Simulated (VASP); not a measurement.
# Co (P6_3/mmc) in VASP: notebook

The runs below take Co through single point, with LDA.

Everything below comes from runs of VASP 6.6.1. Logs are shortened: lines on timing, memory, paths and dates and some standing lists are left out, and cuts for length are marked.

**1. The cell of the first run**

It takes space group P6_3/mmc (No. 194, hexagonal). The conventional cell has a = 2.427 Å, b = 2.427 Å, c = 3.923 Å, α = 90.00°, β = 90.00°, γ = 120.00°. Within 3.2 Å of Co (site symmetry -6m2) lie 12 Co at 2.41 to 2.43 Å.

**2. Single point, LDA, collinear spin, ferromagnetic start**

File INCAR:

```
PREC = Accurate
ENCUT = 520
EDIFF = 1E-6
ISMEAR = -1
SIGMA = 0.03
LREAL = F
LASPH = T
NELM = 150
ALGO = Normal
ISIF = 2
LWAVE = F
LCHARG = T
ISPIN = 2
MAGMOM = 1.558 1.558
LORBIT = 11
LMAXMIX = 4
GGA = CA
LELF = T
LVHAR = T
NBANDS = 20
```

File KPOINTS:

```
Automatic mesh
0
Gamma
  15 15 8
```

File POSCAR:

```
Co
1.0
    2.4273810165      0.0000000000      0.0000000000
   -1.2136905082      2.1021736250      0.0000000000
    0.0000000000      0.0000000000      3.9230481332
Co
2
Direct
    0.3333333333      0.6666666667      0.2500000000
    0.6666666667      0.3333333333      0.7500000000
```

Potentials or basis: VASP PAW LDA potentials, release 64 (Co).

Launch:

```bash
> cat potpaw_LDA.64/Co/POTCAR > POTCAR
> mpirun -np 1 vasp_std > vasp.out
```

OUTCAR:

```text
PREC = Accurate
   ENCUT = 520
   EDIFF = 1E-6
   ISMEAR = -1
   LREAL = F
   LASPH = T
   NELM = 150
   ISIF = 2
   ISPIN = 2
   LORBIT = 11
   GGA = CA

 ion  position               nearest neighbor table
   1  0.333  0.667  0.250-   2 2.41   2 2.41   2 2.41   2 2.41   2 2.41   2 2.41
   2  0.667  0.333  0.750-   1 2.41   1 2.41   1 2.41   1 2.41   1 2.41   1 2.41

  LATTYP: Found a hexagonal cell.
 ALAT       =     2.4273810165
 C/A-ratio  =     1.6161649558

  Lattice vectors:

 A1 = (   2.4273810165,   0.0000000000,   0.0000000000)
 A2 = (  -1.2136905082,   2.1021736250,   0.0000000000)
 A3 = (   0.0000000000,   0.0000000000,   3.9230481332)

Analysis of symmetry for initial positions (statically):
=====================================================================
 Subroutine PRICEL returns:
 Original cell was already a primitive cell.

 Routine SETGRP: Setting up the symmetry group for a
 hexagonal supercell.

 Subroutine GETGRP returns: Found 24 space group operations
 (whereof 12 operations were pure point group operations)
 out of a pool of 24 trial point group operations.

The static configuration has the point symmetry D_3d.
 The point group associated with its full space group is D_6h.

Analysis of symmetry for dynamics (positions and initial velocities):
=====================================================================
 Subroutine PRICEL returns:
 Original cell was already a primitive cell.

 Routine SETGRP: Setting up the symmetry group for a
 hexagonal supercell.

 Subroutine GETGRP returns: Found 24 space group operations
 (whereof 12 operations were pure point group operations)
 out of a pool of 24 trial point group operations.

The dynamic configuration has the point symmetry D_3d.
 The point group associated with its full space group is D_6h.

Analysis of structural, dynamic, and magnetic symmetry:
=====================================================================
 Subroutine PRICEL returns:
 Original cell was already a primitive cell.

 Routine SETGRP: Setting up the symmetry group for a
 hexagonal supercell.

 Subroutine GETGRP returns: Found 24 space group operations
 (whereof 12 operations were pure point group operations)
 out of a pool of 24 trial point group operations.

The overall configuration has the point symmetry D_3d.
 The point group associated with its full space group is D_6h.

 Subroutine INISYM returns: Found 24 space group operations
 (whereof 12 operations are pure point group operations),
 and found     1 'primitive' translations

----------------------------------------------------------------------------------------

                                     Primitive cell

  volume of cell :      20.0184

  direct lattice vectors                    reciprocal lattice vectors
     2.427381017  0.000000000  0.000000000     0.411966639  0.237849050  0.000000000
    -1.213690508  2.102173625  0.000000000     0.000000000  0.475698100  0.000000000
     0.000000000  0.000000000  3.923048133     0.000000000  0.000000000  0.254903831

  length of vectors
     2.427381017  2.427381017  3.923048133     0.475698100  0.475698100  0.254903831

  position of ions in fractional coordinates (direct lattice)
     0.333333333  0.666666667  0.250000000
     0.666666667  0.333333333  0.750000000

  ion indices of the primitive-cell ions
   primitive index   ion index
                 1           1
                 2           2

----------------------------------------------------------------------------------------

 KPOINTS: Automatic mesh

Automatic generation of k-mesh.
 Grid dimensions read from file:
 generate k-points for:   15   15    8

 Generating k-lattice:

  Cartesian coordinates                     Fractional coordinates (reciprocal lattice)
     0.027464443  0.015856603  0.000000000     0.066666667  0.000000000  0.000000000
     0.000000000  0.031713207  0.000000000     0.000000000  0.066666667  0.000000000
     0.000000000  0.000000000  0.031862979     0.000000000  0.000000000  0.125000000

  Length of vectors
     0.031713207  0.031713207  0.031862979

  Shift w.r.t. Gamma in fractional coordinates (k-lattice)
     0.000000000  0.000000000  0.000000000

 Subroutine IBZKPT returns following result:
 ===========================================

 Found    135 irreducible k-points:

 Following reciprocal coordinates:
            Coordinates               Weight
  0.000000  0.000000  0.000000      1.000000
  0.066667  0.000000  0.000000      6.000000
  0.133333  0.000000  0.000000      6.000000
  0.200000  0.000000  0.000000      6.000000
  0.266667  0.000000  0.000000      6.000000
  0.333333 -0.000000  0.000000      6.000000
[... 16 lines left out ...]
  0.333333  0.200000  0.000000     12.000000
  0.400000  0.200000  0.000000      6.000000
 [... further k-points ...]
   k-points           NKPTS =    135   k-points in BZ     NKDIM =    135   number of bands    NBANDS=     20
   number of dos      NEDOS =    301   number of ions     NIONS =      2
   total plane-waves  NPLWV =   9720
   dimension x,y,z NGX =    18 NGY =   18 NGZ =   30
   dimension x,y,z NGXF=    36 NGYF=   36 NGZF=   60
   ions per type =               2
   NGX,Y,Z   is equivalent  to a cutoff of  12.33, 12.33, 12.71 a.u.
   NGXF,Y,Z  is equivalent  to a cutoff of  24.66, 24.66, 25.43 a.u.
 SYSTEM =  unknown system
   PREC   = accura    normal or accurate (medium, high low for compatibility)
   ISTART =      0    job   : 0-new  1-cont  2-samecut
   ICHARG =      2    charge: 1-file 2-atom 10-const
   ISPIN  =      2    spin polarized calculation?
   LNONCOLLINEAR =      F non collinear calculations
   LSORBIT =      F    spin-orbit coupling
   LASPH  =      T    aspherical Exc in radial PAW
   ENCUT  =  520.0 eV  38.22 Ry    6.18 a.u.   4.51  4.51  7.29*2*pi/ulx,y,z
   NELM   =    150;   NELMIN=  2; NELMDL= -5     # of ELM steps
   EDIFF  = 0.1E-05   stopping-criterion for ELM
   LREAL  =      F    real-space projection
   EDIFFG = 0.1E-04   stopping-criterion for IOM
   NSW    =      0    number of steps for IOM
   IBRION =     -1    ionic relax: 0-MD 1-quasi-New 2-CG
   NFREE  =      0    steps in history (QN), initial steepest desc. (CG)
   ISIF   =      2    stress and relaxation
   ISYM   =      2    0-nonsym 1-usesym 2-fastsym
   POTIM  = 0.5000    time-step for ionic-motion
   TEBEG  =    0.0;   TEEND  =   0.0 temperature during run
   PSTRESS=    0.0 pullay stress
   NELECT =      18.0000    total number of electrons
   NUPDOWN=      -1.0000    fix difference up-down
   EMIN   =  10.00;   EMAX   =-10.00  energy-range for DOS
   EFERMI =   0.00;   METHOD = LEGACY
   ISMEAR =    -1;   SIGMA  =   0.03  broadening in eV -4-tet -1-fermi 0-gaus
   EFERMI_NEDOS =   21; number of points for ismear=-14 and -15
   IALGO  =     38    algorithm
   IMIX   =      4    mixing-type and parameters
     AMIX     =   0.40;   BMIX     =  1.00
     AMIX_MAG =   1.60;   BMIX_MAG =  1.00
  volume/ion in A,a.u.               =      10.01        67.55
  Fermi-wavevector in a.u.,A,eV,Ry     =   1.580116  2.985986 33.970567  2.496766
  Thomas-Fermi vector in A             =   2.680392
   LORBIT       =     11    0 simple, 1 ext, 2 COOP (PROOUT), +10 PAW based schemes
   GGA     = CA    functional components
   LHFCALC =     F    Hartree Fock is set to
   AEXX    =    0.0000 exact exchange contribution
   IVDW    =     0    specifies the selected vdW correction
   LEPSILON=     F    determine dielectric tensor
   LRPA    =     F    only Hartree local field effects (RPA)
 spin polarized calculation
  energy-cutoff  :      520.00
  volume of cell :       20.02
 maximum number of plane-waves:       557
 NGX is ok and might be reduce to    18
   NGX =  9   NGY =  9   NGZ = 15

 number of electron      17.9999991 magnetization       2.9959218

 Free energy of the ion-electron system (eV)
  ---------------------------------------------------
  ext. energy  EPLUGINS =         0.00000000
  ---------------------------------------------------
  free energy    TOTEN  =       -16.25146807 eV

  energy without entropy =      -16.24588953  energy(sigma->0) =      -16.24867880

 E-fermi :  11.1012     XC(G=0): -14.2173

 val. band max:       11.0974268932   @ k =   0.1333   0.0000   0.2500
 cond. band min:      11.1085282407   @ k =   0.1333   0.1333   0.1250
 fundamental gap:      0.0111013475
 Fermi energy:        11.1012110628

 spin component 1

 k-point     1 :       0.0000    0.0000    0.0000
  band No.  band energies     occupation
      1       1.7215      1.00000
      2       5.6523      1.00000
      3       8.5188      1.00000
      4       8.5472      1.00000
      5       8.5472      1.00000
      6       8.9119      1.00000
[... 12 lines left out ...]
     19      38.3993      0.00000
     20      38.3993      0.00000
[... 507 lines left out ...]
 k-point    24 :       0.4000    0.2000    0.0000
  band No.  band energies     occupation
      1       6.5138      1.00000
      2       6.6247      1.00000
      3       6.6568      1.00000
      4       7.7482      1.00000
      5       8.2007      1.00000
      6       8.4628      1.00000
[... 12 lines left out ...]
     19      31.7045      0.00000
     20      41.4287      0.00000

 [... further k-points ...]

 spin component 2

 k-point     1 :       0.0000    0.0000    0.0000
  band No.  band energies     occupation
      1       1.9112      1.00000
      2       6.5230      1.00000
      3       9.9012      1.00000
      4       9.9170      1.00000
      5       9.9170      1.00000
      6      10.3266      1.00000
[... 12 lines left out ...]
     19      38.8329      0.00000
     20      38.8329      0.00000
[... 507 lines left out ...]
 k-point    24 :       0.4000    0.2000    0.0000
  band No.  band energies     occupation
      1       7.5245      1.00000
      2       7.6030      1.00000
      3       7.6695      1.00000
      4       8.5704      1.00000
      5       9.5089      1.00000
      6       9.7220      1.00000
[... 12 lines left out ...]
     19      32.1207      0.00000
     20      41.8678      0.00000

 [... further k-points ...]

------------------------ aborting loop because EDIFF is reached ----------------------------------------

  FORCE on cell =-STRESS in cart. coord.  units (eV):
  Direction    XX          YY          ZZ          XY          YZ          ZX
  --------------------------------------------------------------------------------------
  -------------------------------------------------------------------------------------
  Total       -0.0861732     -0.0861732     -0.2111434     -0.0000000     -0.0000000      0.0000000
  in kB       -6.8968787     -6.8968787    -16.8988818     -0.0000000     -0.0000000      0.0000000
  external PRESSURE =     -10.2308797 kB  Pullay stress =       0.0000000 kB

 VOLUME and BASIS-vectors are now :
 -----------------------------------------------------------------------------
  energy-cutoff  :      520.00
  volume of cell :       20.02
      direct lattice vectors                 reciprocal lattice vectors
     2.427381017  0.000000000  0.000000000     0.411966639  0.237849050  0.000000000
    -1.213690508  2.102173625  0.000000000     0.000000000  0.475698100  0.000000000
     0.000000000  0.000000000  3.923048133     0.000000000  0.000000000  0.254903831

 POSITION                                       TOTAL-FORCE (eV/Angst)
 -----------------------------------------------------------------------------------
     -0.00000      1.40145      0.98076         0.000000     -0.000000      0.000000
      1.21369      0.70072      2.94229        -0.000000      0.000000      0.000000
 -----------------------------------------------------------------------------------
    total drift:                                0.000000      0.000000     -0.000000

  FREE ENERGIE OF THE ION-ELECTRON SYSTEM (eV)
  ---------------------------------------------------
  free  energy   TOTEN  =       -16.2514680739 eV

  energy  without entropy=      -16.2458895344  energy(sigma->0) =      -16.24867880

 total charge

# of ion       s       p       d       tot
------------------------------------------
    1        0.523   0.589   7.338   8.451
    2        0.523   0.589   7.338   8.451
--------------------------------------------------
tot          1.046   1.179  14.676  16.901

 magnetization (x)

# of ion       s       p       d       tot
------------------------------------------
    1       -0.013  -0.038   1.542   1.491
    2       -0.013  -0.038   1.542   1.491
--------------------------------------------------
tot         -0.026  -0.076   3.084   2.982
```

Wall time 40 s (1 thread of Intel Xeon 6975P-C (Granite Rapids), shared host); peak memory 0.18 GiB.

Results:

```yaml
Free_energy: -16.2515 eV
Pressure: -1.0 GPa
Net_moment: 3.00 μB per cell
Site_moments: Co +1.49 μB
Valence_electrons_inside_the_program's_atomic_spheres: Co 8.45
```

Levels at points of the mesh, in eV from the Fermi level:
Spin up:
```tsv
k point	band 8	band 9	band 10	band 11	band 12	band 13
(0.00, 0.00, 0.00)	-1.78	-1.78	-0.51	-0.51	-0.10	7.21
(0.00, 0.00, 0.50)	-2.63	-0.87	-0.87	-0.87	-0.87	16.02
```
Spin down:
```tsv
k point	band 3	band 4	band 5	band 6	band 7	band 8	band 9	band 10	band 11	band 12
(0.00, 0.00, 0.00)	-1.20	-1.18	-1.18	-0.77	-0.77	-0.31	-0.31	0.08	1.06	1.06
(0.00, 0.00, 0.50)	-1.76	-1.76	-1.26	-1.26	-1.26	-1.26	0.68	0.68	0.68	0.68
```

[end of part 1 of 2]
